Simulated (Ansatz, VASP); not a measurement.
## One calculation of TaN, two programs

```
Ta N
1.0
     2.98900    0.00000    0.00000
    -1.49450    2.58855    0.00000
     0.00000    0.00000    4.94000
Ta N
2 2
Cartesian
  0.0000 1.7257 0.0000
  1.4945 0.8629 2.4700
  0.0000 1.7257 1.9019
  1.4945 0.8629 4.3719
```

Change from the starting cell: equal xx and yy strain of -2 %, crystal datasets.

Alike in both runs: task electric field gradients; functional PBE; k mesh 9 × 9 × 5; occupations fermi-dirac, width 0.01 eV; no spin polarisation.

```csv
,VASP,Ansatz
version,VASP 6.6.1,Ansatz 0.2.0
potentials or method,"VASP PAW PBE potentials, release 64 (Ta_pv, N), cutoff 520 eV","all-electron PAW with datasets made for the crystal, scalar-relativistic"
```

VASP gave:

| Quantity | Value |
| --- | --- |
| pressure (GPa) | 173.8 |
| traceless stress, the component that is largest in VASP (GPa) | -29.05 |
| rms of the force components (eV/Å) | 2.093 |
| size of Vzz on the site where it differs most (V/Å²) | 155.6 |

Problem. What did Ansatz give for the same quantities?

Solution. Pressure (GPa): 167.1; traceless stress, the component that is largest in VASP (GPa): -27.89; rms of the force components (eV/Å): 2.035; size of Vzz on the site where it differs most (V/Å²): 145.4.

Atom by atom the forces differ by 0.058 eV/Å (rms over components). Both programs put the cell under a high pressure, so it lies far from rest at this level. Ansatz ran all-electron here, and VASP with PAW potentials.

Spin-orbit coupling is off throughout. Noted on VASP's run: the cell as given lies far from equilibrium.
